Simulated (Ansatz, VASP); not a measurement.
## Two plane-wave programs on Ge

```
Ge
1.0
     5.93000    0.00000    0.00000
     0.00000    5.93000    0.00000
     0.00000    0.00000    6.98000
Ge
12
Cartesian
  0.5408 0.5408 0.0000
  2.4242 3.5058 5.2350
  5.3892 5.3892 3.4900
  3.5058 2.4242 1.7450
  1.0259 2.2439 1.7352
  0.7211 3.9909 6.9702
  4.9041 3.6861 5.2252
  5.2089 1.9391 3.4802
  3.9909 0.7211 0.0098
  3.6861 4.9041 1.7548
  1.9391 5.2089 3.4998
  2.2439 1.0259 5.2448
```

Alike in both runs: task relaxation of cell and atoms; functional PBE; k mesh 3 × 3 × 3; occupations fermi-dirac, width 0.05 eV; no spin polarisation.

|  | VASP | Ansatz |
| --- | --- | --- |
| version | VASP 6.6.1 | Ansatz 0.2.0 |
| potentials or method | VASP PAW PBE potentials, release 64 (Ge_d), cutoff 500 eV | plane waves (420 eV) with PAW, scalar-relativistic |
| valence electrons in the cell | 168 | 168 |

|  | VASP | Ansatz | Ansatz less VASP |
| --- | --- | --- | --- |
| relaxed volume (Å³/atom) | 21.42 | 21.46 | +0.034 |
| relaxed cell length with the largest relative difference (Å) | 5.997 | 6.000 | +0.0032 |
